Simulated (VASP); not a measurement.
# Hf in VASP: notebook, part 2 of 3

VASP 6.6.1.

## 4. Single point, PBE (equal xx and yy strain of +3 %)

INCAR

```
  PREC = Accurate
  ENCUT = 520
  EDIFF = 1E-6
  ISMEAR = -1
  SIGMA = 0.05
  LREAL = False
  LASPH = True
  NELM = 80
  ALGO = Normal
  ISIF = 2
  LWAVE = False
  LCHARG = False
  GGA = PE
  NBANDS = 11
```

KPOINTS

```
regular mesh
0
Gamma
  14 14 14
```

POSCAR

```
Hf
1.0
   -1.8591500000      1.8591500000      1.8050000000
    1.8591500000     -1.8591500000      1.8050000000
    1.8591500000      1.8591500000     -1.8050000000
Hf
1
Direct
    0.0000000000      0.0000000000      0.0000000000
```

Potentials or basis: VASP PAW PBE potentials, release 64 (Hf_pv).

On the command line:

```console
$ cat potpaw_PBE.64/Hf_pv/POTCAR > POTCAR
$ mpirun -np 1 vasp_std > vasp.out
```

OUTCAR:

```text
PREC = Accurate
   ENCUT = 520
   EDIFF = 1E-6
   ISMEAR = -1
   LREAL = False
   LASPH = True
   NELM = 80
   ISIF = 2
   GGA = PE

 ion  position               nearest neighbor table
   1  0.000  0.000  0.000-

  LATTYP: Found a body centered tetragonal cell.
 ALAT       =     3.7183000000
 C/A-ratio  =     0.9708737864

  Lattice vectors:

 A1 = (  -1.8591500000,   1.8591500000,   1.8050000000)
 A2 = (   1.8591500000,  -1.8591500000,   1.8050000000)
 A3 = (   1.8591500000,   1.8591500000,  -1.8050000000)

Analysis of symmetry for initial positions (statically):
=====================================================================
 Subroutine PRICEL returns:
 Original cell was already a primitive cell.

 Routine SETGRP: Setting up the symmetry group for a
 body centered tetragonal supercell.

 Subroutine GETGRP returns: Found 16 space group operations
 (whereof 16 operations were pure point group operations)
 out of a pool of 16 trial point group operations.

The static configuration has the point symmetry D_4h.

Analysis of symmetry for dynamics (positions and initial velocities):
=====================================================================
 Subroutine PRICEL returns:
 Original cell was already a primitive cell.

 Routine SETGRP: Setting up the symmetry group for a
 body centered tetragonal supercell.

 Subroutine GETGRP returns: Found 16 space group operations
 (whereof 16 operations were pure point group operations)
 out of a pool of 16 trial point group operations.

The dynamic configuration has the point symmetry D_4h.

 Subroutine INISYM returns: Found 16 space group operations
 (whereof 16 operations are pure point group operations),
 and found     1 'primitive' translations

----------------------------------------------------------------------------------------

                                     Primitive cell

  volume of cell :      24.9555

  direct lattice vectors                    reciprocal lattice vectors
    -1.859150000  1.859150000  1.805000000     0.000000000  0.268940107  0.277008310
     1.859150000 -1.859150000  1.805000000     0.268940107  0.000000000  0.277008310
     1.859150000  1.859150000 -1.805000000     0.268940107  0.268940107  0.000000000

  length of vectors
     3.189185232  3.189185232  3.189185232     0.386085982  0.386085982  0.380338747

  position of ions in fractional coordinates (direct lattice)
     0.000000000  0.000000000  0.000000000

  ion indices of the primitive-cell ions
   primitive index   ion index
                 1           1

----------------------------------------------------------------------------------------

 KPOINTS: regular mesh

Automatic generation of k-mesh.
 Grid dimensions read from file:
 generate k-points for:   14   14   14

 Generating k-lattice:

  Cartesian coordinates                     Fractional coordinates (reciprocal lattice)
     0.000000000  0.019210008  0.019786308     0.071428571 -0.000000000  0.000000000
     0.019210008  0.000000000  0.019786308    -0.000000000  0.071428571  0.000000000
     0.019210008  0.019210008  0.000000000     0.000000000  0.000000000  0.071428571

  Length of vectors
     0.027577570  0.027577570  0.027167053

  Shift w.r.t. Gamma in fractional coordinates (k-lattice)
     0.000000000  0.000000000  0.000000000

 Subroutine IBZKPT returns following result:
 ===========================================

 Found    244 irreducible k-points:

 Following reciprocal coordinates:
            Coordinates               Weight
  0.000000  0.000000  0.000000      1.000000
  0.071429  0.000000 -0.000000      8.000000
  0.142857  0.000000 -0.000000      8.000000
  0.214286 -0.000000  0.000000      8.000000
  0.285714  0.000000 -0.000000      8.000000
  0.357143  0.000000 -0.000000      8.000000
[... 16 lines left out ...]
  0.214286  0.142857 -0.000000     16.000000
  0.285714  0.142857  0.000000     16.000000
 [... further k-points ...]
   k-points           NKPTS =    244   k-points in BZ     NKDIM =    244   number of bands    NBANDS=     11
   number of dos      NEDOS =    301   number of ions     NIONS =      1
   total plane-waves  NPLWV =  13824
   dimension x,y,z NGX =    24 NGY =   24 NGZ =   24
   dimension x,y,z NGXF=    48 NGYF=   48 NGZF=   48
   ions per type =               1
   NGX,Y,Z   is equivalent  to a cutoff of  12.51, 12.51, 12.51 a.u.
   NGXF,Y,Z  is equivalent  to a cutoff of  25.02, 25.02, 25.02 a.u.
 SYSTEM =  unknown system
   PREC   = accura    normal or accurate (medium, high low for compatibility)
   ISTART =      0    job   : 0-new  1-cont  2-samecut
   ICHARG =      2    charge: 1-file 2-atom 10-const
   ISPIN  =      1    spin polarized calculation?
   LNONCOLLINEAR =      F non collinear calculations
   LSORBIT =      F    spin-orbit coupling
   LASPH  =      T    aspherical Exc in radial PAW
   ENCUT  =  520.0 eV  38.22 Ry    6.18 a.u.   5.93  5.93  5.93*2*pi/ulx,y,z
   NELM   =     80;   NELMIN=  2; NELMDL= -5     # of ELM steps
   EDIFF  = 0.1E-05   stopping-criterion for ELM
   LREAL  =      F    real-space projection
   EDIFFG = 0.1E-04   stopping-criterion for IOM
   NSW    =      0    number of steps for IOM
   IBRION =     -1    ionic relax: 0-MD 1-quasi-New 2-CG
   NFREE  =      0    steps in history (QN), initial steepest desc. (CG)
   ISIF   =      2    stress and relaxation
   ISYM   =      2    0-nonsym 1-usesym 2-fastsym
   POTIM  = 0.5000    time-step for ionic-motion
   TEBEG  =    0.0;   TEEND  =   0.0 temperature during run
   PSTRESS=    0.0 pullay stress
   NELECT =      10.0000    total number of electrons
   NUPDOWN=      -1.0000    fix difference up-down
   EMIN   =  10.00;   EMAX   =-10.00  energy-range for DOS
   EFERMI =   0.00;   METHOD = LEGACY
   ISMEAR =    -1;   SIGMA  =   0.05  broadening in eV -4-tet -1-fermi 0-gaus
   EFERMI_NEDOS =   21; number of points for ismear=-14 and -15
   IALGO  =     38    algorithm
   IMIX   =      4    mixing-type and parameters
     AMIX     =   0.40;   BMIX     =  1.00
     AMIX_MAG =   1.60;   BMIX_MAG =  1.00
  volume/ion in A,a.u.               =      24.96       168.41
  Fermi-wavevector in a.u.,A,eV,Ry     =   1.206941  2.280788 19.819706  1.456707
  Thomas-Fermi vector in A             =   2.342594
   LORBIT       =      0    0 simple, 1 ext, 2 COOP (PROOUT), +10 PAW based schemes
   GGA     = PE    functional components
   LHFCALC =     F    Hartree Fock is set to
   AEXX    =    0.0000 exact exchange contribution
   IVDW    =     0    specifies the selected vdW correction
   LEPSILON=     F    determine dielectric tensor
   LRPA    =     F    only Hartree local field effects (RPA)
 non-spin polarized calculation
  energy-cutoff  :      520.00
  volume of cell :       24.96
 maximum number of plane-waves:       685
   NGX = 11   NGY = 11   NGZ = 11

 number of electron      10.0000000 magnetization

 number of electron       9.9999999 magnetization

 Free energy of the ion-electron system (eV)
  ---------------------------------------------------
  ext. energy  EPLUGINS =         0.00000000
  ---------------------------------------------------
  free energy    TOTEN  =        -9.66400052 eV

  energy without entropy =       -9.64486023  energy(sigma->0) =       -9.65443037

 E-fermi :   3.8780     XC(G=0): -10.7988

 val. band max:        3.8754996954   @ k =  -0.0714   0.3571   0.0714
 cond. band min:       3.8813264265   @ k =   0.5000   0.2857   0.0000
 fundamental gap:      0.0058267312
 Fermi energy:         3.8779600864

 k-point     1 :       0.0000    0.0000    0.0000
  band No.  band energies     occupation
      1     -26.3976      2.00000
      2     -26.3976      2.00000
      3     -26.3970      2.00000
      4      -2.8080      2.00000
      5       5.1069      0.00000
      6       5.4001      0.00000
      7       5.4001      0.00000
      8       7.5647      0.00000
      9       7.9623      0.00000
     10      16.4955      0.00000
     11      16.4955      0.00000
[... 309 lines left out ...]
 k-point    24 :       0.2857    0.1429    0.0000
  band No.  band energies     occupation
      1     -26.8508      2.00000
      2     -26.5719      2.00000
      3     -26.4393      2.00000
      4       0.6957      2.00000
      5       3.6138      1.98990
      6       3.9139      0.65561
      7       7.3212      0.00000
      8       8.5487      0.00000
      9       9.3741      0.00000
     10      13.7229      0.00000
     11      15.6528      0.00000

 [... further k-points ...]

------------------------ aborting loop because EDIFF is reached ----------------------------------------

  FORCE on cell =-STRESS in cart. coord.  units (eV):
  Direction    XX          YY          ZZ          XY          YZ          ZX
  --------------------------------------------------------------------------------------
  -------------------------------------------------------------------------------------
  Total       -1.4172709     -1.4172709     -1.6932828      0.0000000     -0.0000000     -0.0000000
  in kB      -90.9907820    -90.9907820   -108.7111331      0.0000000     -0.0000000     -0.0000000
  external PRESSURE =     -96.8975657 kB  Pullay stress =       0.0000000 kB

 VOLUME and BASIS-vectors are now :
 -----------------------------------------------------------------------------
  energy-cutoff  :      520.00
  volume of cell :       24.96
      direct lattice vectors                 reciprocal lattice vectors
    -1.859150000  1.859150000  1.805000000     0.000000000  0.268940107  0.277008310
     1.859150000 -1.859150000  1.805000000     0.268940107  0.000000000  0.277008310
     1.859150000  1.859150000 -1.805000000     0.268940107  0.268940107  0.000000000

 POSITION                                       TOTAL-FORCE (eV/Angst)
 -----------------------------------------------------------------------------------
      0.00000      0.00000      0.00000        -0.000000     -0.000000      0.000000
 -----------------------------------------------------------------------------------
    total drift:                                0.000000      0.000000      0.000000

  FREE ENERGIE OF THE ION-ELECTRON SYSTEM (eV)
  ---------------------------------------------------
  free  energy   TOTEN  =        -9.6640005158 eV

  energy  without entropy=       -9.6448602323  energy(sigma->0) =       -9.65443037
```

OSZICAR:

```text
N       E                     dE             d eps       ncg     rms          rms(c)
DAV:   1     0.123554623591E+02    0.12355E+02   -0.56696E+03  5392   0.827E+02
DAV:   2    -0.961188486772E+01   -0.21967E+02   -0.21259E+02  6852   0.151E+02
DAV:   3    -0.100885260813E+02   -0.47664E+00   -0.46962E+00  6703   0.151E+01
DAV:   4    -0.100908698090E+02   -0.23437E-02   -0.23431E-02  6122   0.127E+00
DAV:   5    -0.100908855604E+02   -0.15751E-04   -0.15751E-04  6789   0.912E-02    0.432E+01
DAV:   6    -0.976613184066E+01    0.32475E+00   -0.28964E-01  5932   0.386E+00    0.245E+01
DAV:   7    -0.966840469961E+01    0.97727E-01   -0.36001E-01  6112   0.415E+00    0.110E+00
DAV:   8    -0.966403535170E+01    0.43693E-02   -0.23857E-02  5941   0.112E+00    0.145E-01
DAV:   9    -0.966399367831E+01    0.41673E-04   -0.39969E-04  6592   0.174E-01    0.595E-02
DAV:  10    -0.966400124078E+01   -0.75625E-05   -0.38515E-05  6488   0.472E-02    0.310E-02
DAV:  11    -0.966400051580E+01    0.72498E-06   -0.51740E-06  6426   0.166E-02
   1 F= -.96640005E+01 E0= -.96544304E+01  d E =-.191403E-01
```

stdout:

```text
POSCAR found type information on POSCAR Hf
 POSCAR found :  1 types and       1 ions
 scaLAPACK will be used
 LDA part: xc-table for (Slater+PW92), standard interpolation
 POSCAR, INCAR and KPOINTS ok, starting setup
 FFT: planning ... GRIDC
 FFT: planning ... GRID_SOFT
 FFT: planning ... GRID
 WAVECAR not read
 entering main loop
```

It took 52 s on 1 thread of Intel Xeon 8259CL, shared host; peak memory 0.19 GiB.

What came out:

- Free energy: -9.6640 eV
- Pressure: -9.7 GPa
- Band gap on the k mesh: zero (bands 5 and 6 overlap by 2.06 eV)

Caveat: the cell differs from its parent crystal (equal xx and yy strain of +3 %); the cell stands under tension; spin-orbit coupling is left out, which moves the levels of the heavy elements.

## 5. Single point, PBE (equal xy, yz and zx shear strains of -3 %)

INCAR

```
PREC = Accurate
ENCUT = 520
EDIFF = 1E-7
ISMEAR = -1
SIGMA = 0.05
LREAL = F
LASPH = T
NELM = 80
ALGO = Normal
ISIF = 2
LWAVE = F
LCHARG = F
GGA = PE
NBANDS = 11
```

KPOINTS

```
Automatic mesh
0
Gamma
  14 14 14
```

POSCAR

```
Hf
1.0
   -1.8591500000      1.8050000000      1.8050000000
    1.8050000000     -1.8591500000      1.8050000000
    1.8050000000      1.8050000000     -1.8591500000
Hf
1
Direct
    0.0000000000      0.0000000000      0.0000000000
```

Potentials or basis: VASP PAW PBE potentials, release 64 (Hf_pv).

On the command line:

```console
$ cat potpaw_PBE.64/Hf_pv/POTCAR > POTCAR
$ mpirun -np 1 vasp_std > vasp.out
```

OUTCAR:

```text
PREC = Accurate
   ENCUT = 520
   EDIFF = 1E-7
   ISMEAR = -1
   LREAL = F
   LASPH = T
   NELM = 80
   ISIF = 2
   GGA = PE

 ion  position               nearest neighbor table
   1  0.000  0.000  0.000-

  LATTYP: Found a trigonal (rhomboedric) cell.
 ALAT       =     3.1579247493
 COS(alpha) =    -0.3463033748

  Lattice vectors:

 A1 = (  -1.8591500000,   1.8050000000,   1.8050000000)
 A2 = (   1.8050000000,  -1.8591500000,   1.8050000000)
 A3 = (   1.8050000000,   1.8050000000,  -1.8591500000)

Analysis of symmetry for initial positions (statically):
=====================================================================
 Subroutine PRICEL returns:
 Original cell was already a primitive cell.

 Routine SETGRP: Setting up the symmetry group for a
 trigonal (rhombohedral) supercell.

 Subroutine GETGRP returns: Found 12 space group operations
 (whereof 12 operations were pure point group operations)
 out of a pool of 12 trial point group operations.

The static configuration has the point symmetry D_3d.

Analysis of symmetry for dynamics (positions and initial velocities):
=====================================================================
 Subroutine PRICEL returns:
 Original cell was already a primitive cell.

 Routine SETGRP: Setting up the symmetry group for a
 trigonal (rhombohedral) supercell.

 Subroutine GETGRP returns: Found 12 space group operations
 (whereof 12 operations were pure point group operations)
 out of a pool of 12 trial point group operations.

The dynamic configuration has the point symmetry D_3d.

 Subroutine INISYM returns: Found 12 space group operations
 (whereof 12 operations are pure point group operations),
 and found     1 'primitive' translations

----------------------------------------------------------------------------------------
[... 113 lines left out ...]
  Fermi-wavevector in a.u.,A,eV,Ry     =   1.231241  2.326708 20.625807  1.515954
  Thomas-Fermi vector in A             =   2.366058
   LORBIT       =      0    0 simple, 1 ext, 2 COOP (PROOUT), +10 PAW based schemes
   GGA     = PE    functional components
   LHFCALC =     F    Hartree Fock is set to
   AEXX    =    0.0000 exact exchange contribution
   IVDW    =     0    specifies the selected vdW correction
   LEPSILON=     F    determine dielectric tensor
   LRPA    =     F    only Hartree local field effects (RPA)
 non-spin polarized calculation
  energy-cutoff  :      520.00
  volume of cell :       23.51
 maximum number of plane-waves:       651
   NGX = 11   NGY = 11   NGZ = 11

 number of electron      10.0000000 magnetization

 Free energy of the ion-electron system (eV)
  ---------------------------------------------------
  ext. energy  EPLUGINS =         0.00000000
  ---------------------------------------------------
  free energy    TOTEN  =        -9.72032984 eV

  energy without entropy =       -9.70280530  energy(sigma->0) =       -9.71156757

 E-fermi :   4.2410     XC(G=0): -11.0596

 val. band max:        4.2362654233   @ k =  -0.3571   0.1429   0.0714
 cond. band min:       4.2530886383   @ k =  -0.1429  -0.2857   0.0714
 fundamental gap:      0.0168232149
 Fermi energy:         4.2410211002

 k-point     1 :       0.0000    0.0000    0.0000
  band No.  band energies     occupation
      1     -25.8022      2.00000
      2     -25.8022      2.00000
      3     -25.7323      2.00000
      4      -2.6247      2.00000
      5       5.3189      0.00000
      6       5.9019      0.00000
      7       5.9019      0.00000
      8       8.4280      0.00000
      9       8.4280      0.00000
     10      16.8406      0.00000
     11      17.3450      0.00000
[... 309 lines left out ...]
 k-point    24 :       0.2857    0.1429   -0.0000
  band No.  band energies     occupation
      1     -26.4076      2.00000
      2     -25.9903      2.00000
      3     -25.8337      2.00000
      4       1.1010      2.00000
      5       3.9643      1.99213
      6       4.3970      0.08465
      7       7.8001      0.00000
      8       8.8022      0.00000
      9      10.3189      0.00000
     10      15.1286      0.00000
     11      16.6102      0.00000

 [... further k-points ...]

------------------------ aborting loop because EDIFF is reached ----------------------------------------

  FORCE on cell =-STRESS in cart. coord.  units (eV):
  Direction    XX          YY          ZZ          XY          YZ          ZX
  --------------------------------------------------------------------------------------
  -------------------------------------------------------------------------------------
  Total       -0.7625559     -0.7625559     -0.7625559      0.1969302      0.1969302      0.1969302
  in kB      -51.9740850    -51.9740850    -51.9740850     13.4223138     13.4223138     13.4223138
  external PRESSURE =     -51.9740850 kB  Pullay stress =       0.0000000 kB

 VOLUME and BASIS-vectors are now :
 -----------------------------------------------------------------------------
  energy-cutoff  :      520.00
  volume of cell :       23.51
      direct lattice vectors                 reciprocal lattice vectors
    -1.859150000  1.805000000  1.805000000     0.008440657  0.281355249  0.281355249
     1.805000000 -1.859150000  1.805000000     0.281355249  0.008440657  0.281355249
     1.805000000  1.805000000 -1.859150000     0.281355249  0.281355249  0.008440657

 POSITION                                       TOTAL-FORCE (eV/Angst)
 -----------------------------------------------------------------------------------
      0.00000      0.00000      0.00000         0.000000      0.000000     -0.000000
 -----------------------------------------------------------------------------------
    total drift:                               -0.000000      0.000000      0.000000

  FREE ENERGIE OF THE ION-ELECTRON SYSTEM (eV)
  ---------------------------------------------------
  free  energy   TOTEN  =        -9.7203298350 eV

  energy  without entropy=       -9.7028052971  energy(sigma->0) =       -9.71156757
```

OSZICAR:

```text
N       E                     dE             d eps       ncg     rms          rms(c)
DAV:   1     0.124789809698E+02    0.12479E+02   -0.57324E+03  6384   0.836E+02
DAV:   2    -0.963936754942E+01   -0.22118E+02   -0.21461E+02  7888   0.153E+02
DAV:   3    -0.100950330126E+02   -0.45567E+00   -0.45007E+00  8068   0.149E+01
DAV:   4    -0.100970196932E+02   -0.19867E-02   -0.19862E-02  7112   0.119E+00
DAV:   5    -0.100970321870E+02   -0.12494E-04   -0.12493E-04  7993   0.826E-02    0.439E+01
DAV:   6    -0.981252547701E+01    0.28451E+00   -0.24975E-01  7047   0.363E+00    0.252E+01
DAV:   7    -0.972444273199E+01    0.88083E-01   -0.32827E-01  7278   0.403E+00    0.113E+00
DAV:   8    -0.972032616119E+01    0.41166E-02   -0.21542E-02  7086   0.106E+00    0.105E-01
DAV:   9    -0.972032326836E+01    0.28928E-05   -0.33788E-04  8051   0.157E-01    0.585E-02
DAV:  10    -0.972032883419E+01   -0.55658E-05   -0.17628E-05  7879   0.306E-02    0.214E-02
DAV:  11    -0.972033017878E+01   -0.13446E-05   -0.26920E-06  7589   0.118E-02    0.582E-03
DAV:  12    -0.972032987517E+01    0.30361E-06   -0.34889E-07  7131   0.451E-03    0.151E-03
DAV:  13    -0.972032983505E+01    0.40121E-07   -0.10498E-08  4125   0.906E-04
   1 F= -.97203298E+01 E0= -.97115676E+01  d E =-.175245E-01
```

stdout:

```text
POSCAR found type information on POSCAR Hf
 POSCAR found :  1 types and       1 ions
 scaLAPACK will be used
 LDA part: xc-table for (Slater+PW92), standard interpolation
 POSCAR, INCAR and KPOINTS ok, starting setup
 FFT: planning ... GRIDC
 FFT: planning ... GRID_SOFT
 FFT: planning ... GRID
 WAVECAR not read
 entering main loop
```

Run time: 72 s. Hardware: 1 thread of Intel Xeon 8259CL, shared host; peak memory 0.2 GiB.

What came out:

| Quantity | Value |
| --- | --- |
| Free energy | -9.7203 eV |
| Pressure | -5.2 GPa |
| Band gap on the k mesh | zero (bands 5 and 6 overlap by 2.10 eV) |

Levels at points of the mesh, in eV from the Fermi level:
| k point | band 3 | band 4 | band 5 | band 6 | band 7 | band 8 |
| --- | --- | --- | --- | --- | --- | --- |
| (0.00, 0.00, 0.00) | -29.97 | -6.87 | 1.08 | 1.66 | 1.66 | 4.19 |
| (0.50, 0.00, 0.00) | -30.04 | -3.15 | -0.35 | 1.09 | 3.78 | 4.67 |
| (0.50, 0.50, 0.00) | -30.00 | -3.28 | -0.49 | 0.72 | 4.14 | 5.09 |
| (0.50, 0.50, 0.50) | -30.47 | -2.36 | -2.36 | 6.17 | 6.17 | 6.78 |

Caveat: the cell differs from its parent crystal (equal xy, yz and zx shear strains of -3 %); the cell stands under tension; spin-orbit coupling is left out, which moves the levels of the heavy elements.

(Part 2 of 3 ends here.)
